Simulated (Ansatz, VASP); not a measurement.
# Two plane-wave programs on GdMn

```
Gd Mn
1.0
     3.49290    0.00000    0.00000
     0.00000    3.49290    0.00000
     0.00000    0.00000    3.49290
Gd Mn
1 1
Direct
  0.00000 0.00000 0.00000
  0.50000 0.50000 0.50000
```

Alike in both runs: task single point; functional PBEsol; k mesh 10 × 10 × 10; occupations gaussian, width 0.05 eV; collinear spin.

|  | VASP | Ansatz |
| --- | --- | --- |
| version | VASP 6.6.1 | Ansatz 0.2.0 |
| potentials or method | VASP PAW PBE potentials, release 64 (Gd, Mn_pv), cutoff 520 eV | scalar-relativistic, plane waves, PAW |
| valence electrons in the cell | 31 | 33 |

|  | VASP | Ansatz | Ansatz less VASP |
| --- | --- | --- | --- |
| gap on the k mesh at the Fermi level (eV) | none | none | - |
| pressure (GPa) | -1.8 | -2.0 | -0.16 |
| net moment per atom (μB) | 2.03 | 2.02 | -0.003 |
| size of the moment on the site where the two differ most (μB) | 7.00 | 7.19 | +0.191 |

VASP's potentials were made for PBE, not for PBEsol. Site moments also hang on the region over which each program counts them. A gap of «none» marks a metal or a gap that the smearing closes. The functional is the same, so the differences come from potentials, cutoffs and numerics. VASP's potentials hold 31 valence electrons a cell and Ansatz's 33, so a difference there can come from the potentials and not from the codes. Ansatz's warnings: given moment on shells.

Spin-orbit coupling is off throughout.
